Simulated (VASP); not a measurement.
Set up this calculation in VASP 6.6.1, as the native input.

* Task: single point
* Functional: LDA
* Potentials or basis: VASP PAW LDA potentials, release 64 (Ti_sv, Al)
* Cutoff: 520 eV
* k mesh: 16 × 16 × 16
* Occupations: gaussian, width 0.15 eV
* Spin: no spin polarisation
* Dipole correction: no
* Further INCAR settings: ALGO = Fast; EDIFF = 1e-06; NBANDS = 14

The structure of TiAl lies in POSCAR:

```
TiAl
1.0
    3.0519014400      0.0000000000      0.0000000000
    0.0000000000      3.0519014400      0.0000000000
    0.0000000000      0.0000000000      3.1790640000
Ti Al
1 1
Direct
    0.0000000000      0.0000000000      0.0000000000
    0.5000000000      0.5000000000      0.5000000000
```

This cell differs from its parent crystal: strain -0.040 along x and y, +0.000 along z.

One way to write it, as run:

INCAR

```
PREC = Accurate ; ENCUT = 520
EDIFF = 1E-6 ; ISMEAR = 0
SIGMA = 0.15 ; LREAL = False
LASPH = True ; NELM = 60
ALGO = Fast ; ISIF = 2
LWAVE = False ; LCHARG = True
LELF = True ; LVHAR = True
NBANDS = 14
```

KPOINTS

```
regular mesh
0
Gamma
  16 16 16
```

Potentials or basis: VASP PAW LDA potentials, release 64 (Ti_sv, Al).

The run is started by

```sh
$ cat potpaw_LDA.64/Ti_sv/POTCAR potpaw_LDA.64/Al/POTCAR > POTCAR
$ mpirun -np 1 vasp_std > vasp.out
```

Results of the run:

- Pressure: 4.2 GPa
- Band gap on the k mesh: zero (an odd number of electrons rules out a gap without spin polarisation)

Caveat: the cell differs from its parent crystal (strain -0.040 along x and y, +0.000 along z); the cell stands under pressure.

It took 3.2 min on 1 thread of Intel Xeon 8259CL (shared host), peak memory 0.27 GiB.
